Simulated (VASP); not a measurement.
Write the native input for VASP 6.6.1 that does the following.

```yaml
Task: single point
Functional: PBE
Potentials_or_basis: VASP PAW PBE potentials, release 64 (Sn_d, As)
Cutoff: 520 eV
k_mesh: 4 × 4 × 4
Occupations: gaussian, width 0.1 eV
Spin: no spin polarisation
Dipole_correction: no
Further_INCAR_settings: ALGO = Normal; EDIFF = 1e-06; NBANDS = 38
```

The structure of Sn4As lies in POSCAR:

```
Sn4As
1.0
    5.3634650900      0.0000000000      0.0000000000
    0.0000000000      5.3634650900      0.0000000000
    0.0000000000      0.0000000000      5.3634650900
Sn As
4 1
Direct
    0.5000000000      0.0000000000      0.0000000000
    0.0000000000      0.5000000000      0.0000000000
    0.0000000000      0.0000000000      0.5000000000
    0.5000000000      0.5000000000      0.5000000000
    0.0000000000      0.0000000000      0.0000000000
```

The cell was generated, and may not be a known phase.

The input as run:

INCAR

```
  ALGO = Normal
  EDIFF = 1E-6
  ENCUT = 520
  GGA = PE
  ISIF = 2
  ISMEAR = 0
  LASPH = T
  LCHARG = T
  LELF = T
  LREAL = F
  LVHAR = T
  LWAVE = F
  NBANDS = 38
  NELM = 60
  PREC = Accurate
  SIGMA = 0.1
```

KPOINTS

```
k-points
0
Gamma
  4 4 4
```

Potentials or basis: VASP PAW PBE potentials, release 64 (Sn_d, As).

Command:

```console
$ cat potpaw_PBE.64/Sn_d/POTCAR potpaw_PBE.64/As/POTCAR > POTCAR
$ mpirun -np 1 vasp_std > vasp.out
```

It gave:

- Pressure: 0.4 GPa
- Band gap on the k mesh: zero (an odd number of electrons rules out a gap without spin polarisation)

Caveat: spin-orbit coupling is left out, which moves the levels of the heavy elements.

It took 53 s on 1 thread of Intel Xeon 8259CL, on a shared host, peak memory 0.25 GiB.
